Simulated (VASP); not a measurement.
A run of VASP 6.6.1:

File INCAR:

```
SYSTEM = SiNi
  PREC = Accurate
  ENCUT = 520
  EDIFF = 1E-6
  ISMEAR = 0
  SIGMA = 0.1
  LREAL = .False.
  LASPH = .True.
  NELM = 100
  ALGO = Normal
  ISIF = 2
  LWAVE = .False.
  LCHARG = .True.
  GGA = PE
  LELF = .True.
  LVHAR = .True.
  NBANDS = 22
```

The input KPOINTS:

```
regular mesh
0
Gamma
  14 12 10
  0 0 0
```

POSCAR

```
SiNi
1.0
    3.1571134818      0.0000000000      0.0000000000
    0.0000000000      3.3057408722      0.0000000000
    0.0000000000      0.0000000000      4.7616347173
Si Ni
2 2
Direct
    0.5000000000      0.5000000000      0.8414618235
    0.0000000000      0.0000000000      0.1585381765
    0.5000000000      0.5000000000      0.3400747081
    0.0000000000      0.0000000000      0.6599252919
```

Potentials or basis: VASP PAW PBE potentials, release 64 (Si, Ni).

The run is started by

```console
$ cat potpaw_PBE.64/Si/POTCAR potpaw_PBE.64/Ni/POTCAR > POTCAR
$ mpirun -np 1 vasp_std > vasp.out
```

Hardware: 1 thread of AMD EPYC 7R43 64-Core Processor (Zen 3) (shared host).

Problem. Estimate the wall time of this run.

Solution. Run time: 4.3 min on 1 thread of AMD EPYC 7R43 64-Core Processor (Zen 3), with other jobs on the host, peak memory 0.37 GiB. Counts: scf iterations 14, k points 336.
